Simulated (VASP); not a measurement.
# TiC in VASP: further runs, part 3 of 3

VASP 6.6.1. Earlier steps stand in the parts before.

## 5. Electric field gradients, PBE (volume scaled by 0.99)

Contents of INCAR:

```
SYSTEM = TiC
  PREC = Accurate
  ENCUT = 520
  EDIFF = 1E-8
  ISMEAR = -1
  SIGMA = 0.03
  LREAL = .FALSE.
  LASPH = .TRUE.
  NELM = 100
  ALGO = Normal
  ISIF = 2
  LWAVE = .FALSE.
  LCHARG = .FALSE.
  GGA = PE
  LEFG = .TRUE.
  NBANDS = 15
```

Contents of KPOINTS:

```
regular mesh
0
G
  16 16 16
  0 0 0
```

Contents of POSCAR:

```
TiC
1.0
    0.0000000000      2.1567624877      2.1567624877
    2.1567624877      0.0000000000      2.1567624877
    2.1567624877      2.1567624877      0.0000000000
Ti C
1 1
Direct
    0.0000000000      0.0000000000      0.0000000000
    0.5000000000      0.5000000000      0.5000000000
```

Potentials or basis: VASP PAW PBE potentials, release 64 (Ti_sv, C).

Run with:

```bash
cat potpaw_PBE.64/Ti_sv/POTCAR potpaw_PBE.64/C/POTCAR > POTCAR
mpirun -np 1 vasp_std > vasp.out
```

OUTCAR:

```text
SYSTEM = TiC
   PREC = Accurate
   ENCUT = 520
   EDIFF = 1E-8
   ISMEAR = -1
   LREAL = .FALSE.
   LASPH = .TRUE.
   NELM = 100
   ISIF = 2
   GGA = PE

 ion  position               nearest neighbor table
   1  0.000  0.000  0.000-   2 2.16   2 2.16   2 2.16   2 2.16   2 2.16   2 2.16
   2  0.500  0.500  0.500-   1 2.16   1 2.16   1 2.16   1 2.16   1 2.16   1 2.16

  LATTYP: Found a face centered cubic cell.
 ALAT       =     4.3135249754

  Lattice vectors:

 A1 = (   0.0000000000,   2.1567624877,   2.1567624877)
 A2 = (   2.1567624877,   0.0000000000,   2.1567624877)
 A3 = (   2.1567624877,   2.1567624877,   0.0000000000)

Analysis of symmetry for initial positions (statically):
=====================================================================
 Subroutine PRICEL returns:
 Original cell was already a primitive cell.

 Routine SETGRP: Setting up the symmetry group for a
 face centered cubic supercell.

 Subroutine GETGRP returns: Found 48 space group operations
 (whereof 48 operations were pure point group operations)
 out of a pool of 48 trial point group operations.

The static configuration has the point symmetry O_h .

Analysis of symmetry for dynamics (positions and initial velocities):
=====================================================================
 Subroutine PRICEL returns:
 Original cell was already a primitive cell.

 Routine SETGRP: Setting up the symmetry group for a
 face centered cubic supercell.

 Subroutine GETGRP returns: Found 48 space group operations
 (whereof 48 operations were pure point group operations)
 out of a pool of 48 trial point group operations.

[... 576 lines left out ...]
      7       9.5247      1.40671
      8       9.5289      1.34604
      9      10.3701      0.00000
     10      10.9568      0.00000
     11      11.8508      0.00000
     12      12.4234      0.00000
     13      13.2942      0.00000
     14      20.6298      0.00000
     15      23.7262      0.00000

 [... further k-points ...]

------------------------ aborting loop because EDIFF is reached ----------------------------------------

  FORCE on cell =-STRESS in cart. coord.  units (eV):
  Direction    XX          YY          ZZ          XY          YZ          ZX
  --------------------------------------------------------------------------------------
  -------------------------------------------------------------------------------------
  Total        0.4596204      0.4596204      0.4596204      0.0000000     -0.0000000      0.0000000
  in kB       36.7005804     36.7005804     36.7005804      0.0000000     -0.0000000      0.0000000
  external PRESSURE =      36.7005804 kB  Pullay stress =       0.0000000 kB

 VOLUME and BASIS-vectors are now :
 -----------------------------------------------------------------------------
  energy-cutoff  :      520.00
  volume of cell :       20.06
      direct lattice vectors                 reciprocal lattice vectors
     0.000000000  2.156762488  2.156762488    -0.231828958  0.231828958  0.231828958
     2.156762488  0.000000000  2.156762488     0.231828958 -0.231828958  0.231828958
     2.156762488  2.156762488  0.000000000     0.231828958  0.231828958 -0.231828958

 POSITION                                       TOTAL-FORCE (eV/Angst)
 -----------------------------------------------------------------------------------
      0.00000      0.00000      0.00000         0.000000     -0.000000      0.000000
      2.15676      2.15676      2.15676        -0.000000      0.000000      0.000000
 -----------------------------------------------------------------------------------
    total drift:                                0.000000     -0.000000     -0.000000

  FREE ENERGIE OF THE ION-ELECTRON SYSTEM (eV)
  ---------------------------------------------------
  free  energy   TOTEN  =       -18.7056403620 eV

  energy  without entropy=      -18.7043052634  energy(sigma->0) =      -18.70497281

 Electric field gradients (V/A^2)
---------------------------------------------------------------------
 ion       V_xx      V_yy      V_zz      V_xy      V_xz      V_yz
---------------------------------------------------------------------
   1       0.000    -0.000    -0.000     0.001     0.001     0.001
   2       0.000    -0.000     0.000     0.000     0.000     0.000
---------------------------------------------------------------------

 Electric field gradients after diagonalization (V/A^2)
 (convention: |V_zz| > |V_xx| > |V_yy|)
----------------------------------------------------------------------
 ion       V_xx      V_yy      V_zz     asymmetry (V_yy - V_xx)/ V_zz
----------------------------------------------------------------------
   1      -0.001    -0.001     0.001       0.000
   2      -0.000    -0.000     0.000       0.000
----------------------------------------------------------------------

           NMR quadrupolar parameters

 Cq : quadrupolar parameter    Cq=e*Q*V_zz/h
 eta: asymmetry parameters     (V_yy - V_xx)/ V_zz
 Q  : nuclear electric quadrupole moment in mb (millibarn)
----------------------------------------------------------------------
 ion       Cq(MHz)       eta       Q (mb)
----------------------------------------------------------------------
   1       0.000       0.000       1.000
   2       0.000       0.000       1.000
----------------------------------------------------------------------
```

OSZICAR:

```text
N       E                     dE             d eps       ncg     rms          rms(c)
DAV:   1     0.118441933594E+03    0.11844E+03   -0.80154E+03  4357   0.128E+03
DAV:   2    -0.166034061089E+02   -0.13505E+03   -0.12599E+03  4651   0.333E+02
DAV:   3    -0.240375810859E+02   -0.74342E+01   -0.73120E+01  5647   0.772E+01
DAV:   4    -0.242798564546E+02   -0.24228E+00   -0.24201E+00  5544   0.126E+01
DAV:   5    -0.242851389800E+02   -0.52825E-02   -0.52820E-02  5617   0.167E+00    0.185E+01
DAV:   6    -0.192962932031E+02    0.49888E+01   -0.11724E+01  6191   0.564E+01    0.685E+00
DAV:   7    -0.187370822334E+02    0.55921E+00   -0.20931E+00  5069   0.205E+01    0.500E+00
DAV:   8    -0.187135201718E+02    0.23562E-01   -0.10522E-01  4877   0.352E+00    0.334E+00
DAV:   9    -0.187089874969E+02    0.45327E-02   -0.89934E-02  5927   0.404E+00    0.755E-01
DAV:  10    -0.187075382119E+02    0.14493E-02   -0.11138E-02  5737   0.138E+00    0.631E-01
DAV:  11    -0.187057411293E+02    0.17971E-02   -0.28184E-03  5078   0.748E-01    0.164E-01
DAV:  12    -0.187056474774E+02    0.93652E-04   -0.27240E-04  5533   0.187E-01    0.405E-02
DAV:  13    -0.187056402651E+02    0.72124E-05   -0.38551E-05  5113   0.538E-02    0.611E-03
DAV:  14    -0.187056405403E+02   -0.27520E-06   -0.88853E-07  5032   0.790E-03    0.542E-03
DAV:  15    -0.187056403597E+02    0.18054E-06   -0.31493E-07  5121   0.870E-03    0.165E-03
DAV:  16    -0.187056403620E+02   -0.22203E-08   -0.21028E-08  4624   0.204E-03
   1 F= -.18705640E+02 E0= -.18704973E+02  d E =-.133510E-02
```

stdout:

```text
POSCAR found type information on POSCAR TiC
 POSCAR found :  2 types and       2 ions
 scaLAPACK will be used
 LDA part: xc-table for (Slater+PW92), standard interpolation
 POSCAR, INCAR and KPOINTS ok, starting setup
 FFT: planning ... GRIDC
 FFT: planning ... GRID_SOFT
 FFT: planning ... GRID
 WAVECAR not read
 entering main loop
ion   1

ion   2
```

Run time: 22 s. Hardware: 1 thread of Intel Xeon Platinum 8559C (Emerald Rapids), shared host; peak memory 0.17 GiB.

Results:

* Free energy: -18.7056 eV
* Pressure: 3.7 GPa
* Band gap on the k mesh: zero (band 8 reaches 10.26 eV, above the bottom of band 9 at 9.15 eV)

Levels at points of the mesh, in eV from the Fermi level:
| k point | band 6 | band 7 | band 8 | band 9 | band 10 | band 11 |
| --- | --- | --- | --- | --- | --- | --- |
| (0.00, 0.00, 0.00) | 0.71 | 0.71 | 0.71 | 1.70 | 1.70 | 1.70 |
| (0.50, 0.00, 0.00) | -5.89 | -2.92 | -2.92 | 2.97 | 2.97 | 4.18 |
| (0.50, 0.50, 0.00) | -3.43 | -1.64 | -0.02 | -0.02 | 2.76 | 3.58 |

Caveat: without QUAD_EFG the Cq values of the log hold for a quadrupole moment of 1 mb, not for the nuclei.

## 6. Electric field gradients, PBE (volume scaled by 0.99)

Contents of INCAR:

```
PREC = Accurate
ENCUT = 520
EDIFF = 1E-8
ISMEAR = -1
SIGMA = 0.03
LREAL = F
LASPH = T
NELM = 80
ALGO = Normal
ISIF = 2
LWAVE = F
LCHARG = F
GGA = PE
LEFG = T
NBANDS = 15
```

Contents of KPOINTS:

```
regular mesh
0
Gamma
  16 16 16
```

POSCAR is that of step 5.

Potentials or basis: VASP PAW PBE potentials, release 64 (Ti_sv, C).

Run with:

```bash
cat potpaw_PBE.64/Ti_sv/POTCAR potpaw_PBE.64/C/POTCAR > POTCAR
mpirun -np 1 vasp_std > vasp.out
```

OUTCAR:

```text
PREC = Accurate
   ENCUT = 520
   EDIFF = 1E-8
   ISMEAR = -1
   LREAL = F
   LASPH = T
   NELM = 80
   ISIF = 2
   GGA = PE

 ion  position               nearest neighbor table
   1  0.000  0.000  0.000-   2 2.16   2 2.16   2 2.16   2 2.16   2 2.16   2 2.16
   2  0.500  0.500  0.500-   1 2.16   1 2.16   1 2.16   1 2.16   1 2.16   1 2.16

  LATTYP: Found a face centered cubic cell.
 ALAT       =     4.3135249754

  Lattice vectors:

 A1 = (   0.0000000000,   2.1567624877,   2.1567624877)
 A2 = (   2.1567624877,   0.0000000000,   2.1567624877)
[... 643 lines left out ...]
  ---------------------------------------------------
  free  energy   TOTEN  =       -18.7056403620 eV

  energy  without entropy=      -18.7043052634  energy(sigma->0) =      -18.70497281

 Electric field gradients (V/A^2)
---------------------------------------------------------------------
 ion       V_xx      V_yy      V_zz      V_xy      V_xz      V_yz
---------------------------------------------------------------------
   1       0.000    -0.000    -0.000     0.001     0.001     0.001
   2       0.000    -0.000     0.000     0.000     0.000     0.000
---------------------------------------------------------------------

 Electric field gradients after diagonalization (V/A^2)
 (convention: |V_zz| > |V_xx| > |V_yy|)
----------------------------------------------------------------------
 ion       V_xx      V_yy      V_zz     asymmetry (V_yy - V_xx)/ V_zz
----------------------------------------------------------------------
   1      -0.001    -0.001     0.001       0.000
   2      -0.000    -0.000     0.000       0.000
----------------------------------------------------------------------

           NMR quadrupolar parameters

 Cq : quadrupolar parameter    Cq=e*Q*V_zz/h
 eta: asymmetry parameters     (V_yy - V_xx)/ V_zz
 Q  : nuclear electric quadrupole moment in mb (millibarn)
----------------------------------------------------------------------
 ion       Cq(MHz)       eta       Q (mb)
----------------------------------------------------------------------
   1       0.000       0.000       1.000
   2       0.000       0.000       1.000
----------------------------------------------------------------------
```

OSZICAR:

```text
N       E                     dE             d eps       ncg     rms          rms(c)
DAV:   1     0.118441933594E+03    0.11844E+03   -0.80154E+03  4357   0.128E+03
DAV:   2    -0.166034061089E+02   -0.13505E+03   -0.12599E+03  4651   0.333E+02
DAV:   3    -0.240375810859E+02   -0.74342E+01   -0.73120E+01  5647   0.772E+01
DAV:   4    -0.242798564546E+02   -0.24228E+00   -0.24201E+00  5544   0.126E+01
DAV:   5    -0.242851389800E+02   -0.52825E-02   -0.52820E-02  5617   0.167E+00    0.185E+01
DAV:   6    -0.192962932031E+02    0.49888E+01   -0.11724E+01  6191   0.564E+01    0.685E+00
DAV:   7    -0.187370822334E+02    0.55921E+00   -0.20931E+00  5069   0.205E+01    0.500E+00
DAV:   8    -0.187135201718E+02    0.23562E-01   -0.10522E-01  4877   0.352E+00    0.334E+00
DAV:   9    -0.187089874969E+02    0.45327E-02   -0.89934E-02  5927   0.404E+00    0.755E-01
DAV:  10    -0.187075382119E+02    0.14493E-02   -0.11138E-02  5737   0.138E+00    0.631E-01
DAV:  11    -0.187057411293E+02    0.17971E-02   -0.28184E-03  5078   0.748E-01    0.164E-01
DAV:  12    -0.187056474774E+02    0.93652E-04   -0.27240E-04  5533   0.187E-01    0.405E-02
DAV:  13    -0.187056402651E+02    0.72124E-05   -0.38551E-05  5113   0.538E-02    0.611E-03
DAV:  14    -0.187056405403E+02   -0.27520E-06   -0.88853E-07  5032   0.790E-03    0.542E-03
DAV:  15    -0.187056403597E+02    0.18054E-06   -0.31493E-07  5121   0.870E-03    0.165E-03
DAV:  16    -0.187056403620E+02   -0.22203E-08   -0.21028E-08  4624   0.204E-03
   1 F= -.18705640E+02 E0= -.18704973E+02  d E =-.133510E-02
```

Run time: 20 s. Hardware: 1 thread of Intel Xeon Platinum 8559C (Emerald Rapids), shared host; peak memory 0.16 GiB.

Results:

* Free energy: -18.7056 eV
* Pressure: 3.7 GPa
* Band gap on the k mesh: zero (band 8 reaches 10.26 eV, above the bottom of band 9 at 9.15 eV)

Caveat: without QUAD_EFG the Cq values of the log hold for a quadrupole moment of 1 mb, not for the nuclei.

## 7. Summary

```tsv
cell	gap on the mesh (eV)	pressure (GPa)
a = 3.046, b = 3.046, c = 3.091 Å, angles 59.5, 59.5, 61.0°, 2 atoms	none	1.5
a = 3.060 Å, angles 60.0°, 2 atoms	none	1.4
a = 3.019 Å, angles 60.0°, 2 atoms	none	12.3
a = 3.050 Å, angles 60.0°, 2 atoms	none	3.7
```

Alike in all rows: task electric field gradients; level PBE; potentials or basis VASP PAW PBE potentials, release 64 (Ti_sv, C); no spin polarisation; k mesh 16 × 16 × 16; cutoff (eV) 520; smearing fermi-dirac 0.03 eV.

Absolute energies hang on the potentials; compare differences alone.
